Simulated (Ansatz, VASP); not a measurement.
# Sn3Te in VASP and in Ansatz

```
Sn Te
1.0
     4.90584    0.00000    0.00000
     0.00000    4.90584    0.00000
     0.00000    0.00000    4.90584
Sn Te
3 1
Cartesian
  2.4529 2.4529 0.0000
  2.4529 0.0000 2.4529
  0.0000 2.4529 2.4529
  0.0000 0.0000 0.0000
```

Alike in both runs: task single point; functional PBE; k mesh 5 × 5 × 5; occupations fermi-dirac, width 0.1 eV; no spin polarisation.

|  | VASP | Ansatz |
| --- | --- | --- |
| version | VASP 6.6.1 | Ansatz 0.2.0 |
| potentials or method | VASP PAW PBE potentials, release 64 (Sn_d, Te), cutoff 520 eV | plane waves, PAW |
| valence electrons in the cell | 48 | 58 |

```csv
,VASP,Ansatz,Ansatz less VASP
pressure (GPa),-0.5,-0.4,+0.05
```

The functional is the same, so the differences come from potentials, cutoffs and numerics. VASP's potentials hold 48 valence electrons a cell and Ansatz's 58, so a difference there can come from the potentials and not from the codes.

Spin-orbit coupling is off throughout.
